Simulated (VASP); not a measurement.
A run of VASP 6.6.1 is set up as follows.

POSCAR

```
Sb
1.0
    2.1802397367      1.2587619989      3.8113794532
   -2.1802397367      1.2587619989      3.8113794532
    0.0000000000     -2.5175239978      3.8113794532
Sb
2
Direct
    0.7702926770      0.7702926770      0.7702926770
    0.2297073230      0.2297073230      0.2297073230
```

File INCAR.step1:

```
SYSTEM = Sb
  ALGO = Normal
  EDIFF = 1E-5
  ENCUT = 520
  GGA = PE
  ISIF = 2
  ISMEAR = -1
  LASPH = .True.
  LCHARG = .False.
  LREAL = .False.
  LWAVE = .True.
  NBANDS = 12
  NELM = 100
  PREC = Accurate
  SIGMA = 0.05
```

Contents of INCAR.step2:

```
SYSTEM = Sb
  AEXX = 0.25
  ALGO = Normal
  EDIFF = 1E-7
  ENCUT = 520
  GGA = PE
  HFSCREEN = 0.3
  ISIF = 2
  ISMEAR = -1
  ISTART = 1
  LASPH = .True.
  LCHARG = .False.
  LHFCALC = .True.
  LREAL = .False.
  LWAVE = .False.
  NBANDS = 12
  NELM = 100
  PREC = Accurate
  PRECFOCK = Normal
  SIGMA = 0.05
```

Contents of KPOINTS:

```
k-points
0
Gamma
  4 4 4
  0 0 0
```

Potentials or basis: VASP PAW PBE potentials, release 64 (Sb).

Command:

```console
$ cat potpaw_PBE.64/Sb/POTCAR > POTCAR
$ cp INCAR.step1 INCAR
$ mpirun -np 1 vasp_std > vasp.out
$ cp INCAR.step2 INCAR
$ mpirun -np 1 vasp_std > vasp.out
```

Question: Estimate the largest force.

Answer: 0.070 eV/Å.

Question: Estimate the pressure.

Answer: -0.8 GPa.

Stress tensor (GPa, compression positive):
```
-0.89  0.00  0.00
 0.00 -0.89  0.00
 0.00  0.00 -0.66
```

Caveat: the k points lie up to 0.44 Å⁻¹ apart; the PAW data sets were made with another functional, which shifts forces and pressure a little.
